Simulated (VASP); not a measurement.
Wanted: the native input for a VASP 6.6.1 run.

```yaml
Task: single point
Functional: PBE
Potentials_or_basis: VASP PAW PBE potentials, release 64 (Ga_d, P)
Cutoff: 520 eV
k_mesh: 10 × 10 × 10
Occupations: fermi-dirac, width 0.05 eV
Spin: no spin polarisation
Dipole_correction: no
Further_INCAR_settings: ALGO = Normal; EDIFF = 1e-06; NBANDS = 16
```

The structure of GaP lies in POSCAR:

```
GaP
1.0
    0.0000000000      2.7069591804      2.7069591804
    2.7069591804      0.0000000000      2.7069591804
    2.7069591804      2.7069591804      0.0000000000
Ga P
1 1
Direct
    0.0000000000      0.0000000000      0.0000000000
    0.7500000000      0.7500000000      0.7500000000
```

This cell differs from its parent crystal: volume scaled by 0.98.

The input as run:

INCAR

```
SYSTEM = GaP
ALGO = Normal
EDIFF = 1E-6
ENCUT = 520
GGA = PE
ISIF = 2
ISMEAR = -1
LASPH = .True.
LCHARG = .False.
LREAL = .False.
LWAVE = .False.
NBANDS = 16
NELM = 80
PREC = Accurate
SIGMA = 0.05
```

KPOINTS

```
k-points
0
Gamma
  10 10 10
  0 0 0
```

Potentials or basis: VASP PAW PBE potentials, release 64 (Ga_d, P).

The run is started by

```console
$ cat potpaw_PBE.64/Ga_d/POTCAR potpaw_PBE.64/P/POTCAR > POTCAR
$ mpirun -np 1 vasp_std > vasp.out
```

It gave:

```
Pressure               : 4.3 GPa
Band gap on the k mesh : 1.57 eV, indirect (least direct gap 2.00 eV)
```

Wall time 11 s on 1 thread of Intel(R) Xeon(R) 6975P-C (Granite Rapids), on a shared host, peak memory 0.17 GiB.
